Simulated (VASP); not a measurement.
A run of VASP 6.6.1 is set up as follows.

POSCAR

```
BaTe
1.0
    0.0000000000      3.4100000000      3.4100000000
    3.4100000000      0.0000000000      3.4100000000
    3.4100000000      3.4100000000      0.0000000000
Ba Te
1 1
Direct
    0.0000000000      0.0000000000      0.0000000000
    0.5000000000      0.5000000000      0.5000000000
```

The input INCAR.step1:

```
PREC = Accurate
ENCUT = 520
EDIFF = 1E-5
ISMEAR = -1
SIGMA = 0.05
LREAL = False
LASPH = True
NELM = 80
ALGO = Normal
ISIF = 2
LWAVE = True
LCHARG = False
GGA = PE
NBANDS = 15
```

The input INCAR.step2:

```
PREC = Accurate
ENCUT = 520
EDIFF = 1E-6
ISMEAR = -1
SIGMA = 0.05
LREAL = False
LASPH = True
NELM = 80
ALGO = Normal
ISIF = 2
LWAVE = False
LCHARG = False
GGA = PE
LHFCALC = True
AEXX = 0.05
HFSCREEN = 0.2
PRECFOCK = Normal
ISTART = 1
NBANDS = 15
```

Contents of KPOINTS:

```
regular mesh
0
Gamma
  4 4 4
```

Potentials or basis: VASP PAW PBE potentials, release 64 (Ba_sv, Te).

Command:

```console
$ cat potpaw_PBE.64/Ba_sv/POTCAR potpaw_PBE.64/Te/POTCAR > POTCAR
$ cp INCAR.step1 INCAR
$ mpirun -np 1 vasp_std > vasp.out
$ cp INCAR.step2 INCAR
$ mpirun -np 1 vasp_std > vasp.out
```

(1) Predict the band gap on the k mesh.

(2) Estimate the pressure.

Answers

(1) 1.46 eV (least direct gap 1.85 eV).

(2) 4.3 GPa.

Caveat: the cell stands under pressure; the PAW data sets were made with another functional, which shifts forces and pressure a little; spin-orbit coupling is left out, which moves the levels of the heavy elements.
